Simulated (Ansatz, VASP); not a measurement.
# AlNi3: VASP beside Ansatz

Contents of INCAR:

```
  ALGO = Fast
  EDIFF = 1E-6
  ENCUT = 520
  GGA = PS
  ISIF = 2
  ISMEAR = 0
  LASPH = T
  LCHARG = F
  LREAL = F
  LWAVE = F
  NBANDS = 24
  NELM = 60
  PREC = Accurate
  SIGMA = 0.15
```

Contents of KPOINTS:

```
k-points
0
Gamma
  14 14 14
```

The input POSCAR:

```
AlNi3
1.0
    0.0000000000      2.7984078565      2.7984078565
    2.7984078565      0.0000000000      2.7984078565
    2.7984078565      2.7984078565      0.0000000000
Al Ni
1 3
Direct
    0.4865995230      0.5134004770      0.5134004770
    0.2500000000      0.2500000000      0.2500000000
    0.0000000000      0.0000000000      0.0000000000
    0.7500000000      0.7500000000      0.7500000000
```

Input for Ansatz:

```yaml
crystal:
  lattice:
    - [0.0, 2.7984078565, 2.7984078565]
    - [2.7984078565, 0.0, 2.7984078565]
    - [2.7984078565, 2.7984078565, 0.0]
  atoms:
    - { symbol: Al, position: [0.486599523, 0.513400477, 0.513400477] }
    - { symbol: Ni, position: [0.25, 0.25, 0.25] }
    - { symbol: Ni, position: [0.0, 0.0, 0.0] }
    - { symbol: Ni, position: [0.75, 0.75, 0.75] }
basis:
  ecutwfc: 420
kpoints:
  mp_grid: { grid: [14, 14, 14] }
hamiltonian:
  xc: pbesol
scf:
  occupations: { method: gaussian, width: 0.15 }
output:
  forces: true
  stress: true
  eigenvalues: true
  write_density: true
  write_potential: true
  elf: true
  volumetric_format: npy
```

Change from the starting cell: all Al atoms moved +0.075 Å, as atom 1 along Cartesian [1 0 0].

Alike in both runs: task single point; functional PBEsol; k mesh 14 × 14 × 14; occupations gaussian, width 0.15 eV; no spin polarisation.

|  | VASP | Ansatz |
| --- | --- | --- |
| version | VASP 6.6.1 | Ansatz 0.2.0 |
| potentials or method | VASP PAW PBE potentials, release 64 (Al, Ni), cutoff 520 eV | scalar-relativistic, plane waves, PAW |
| valence electrons in the cell | 33 | 57 |

|  | VASP | Ansatz | Ansatz less VASP |
| --- | --- | --- | --- |
| gap on the k mesh at the Fermi level (eV) | none | none | - |
| pressure (GPa) | 0.4 | 0.3 | -0.04 |
| traceless stress, the component that is largest in VASP (GPa) | -0.13 | -0.13 | +0.001 |
| rms of the force components (eV/Å) | 0.236 | 0.234 | -0.0013 |

VASP's potentials were made for PBE, not for PBEsol. Atom by atom the forces differ by 0.001 eV/Å (rms over components). A gap of «none» marks a metal or a gap that the smearing closes. The functional is the same, so the differences come from potentials, cutoffs and numerics. VASP's potentials hold 33 valence electrons a cell and Ansatz's 57, so a difference there can come from the potentials and not from the codes.
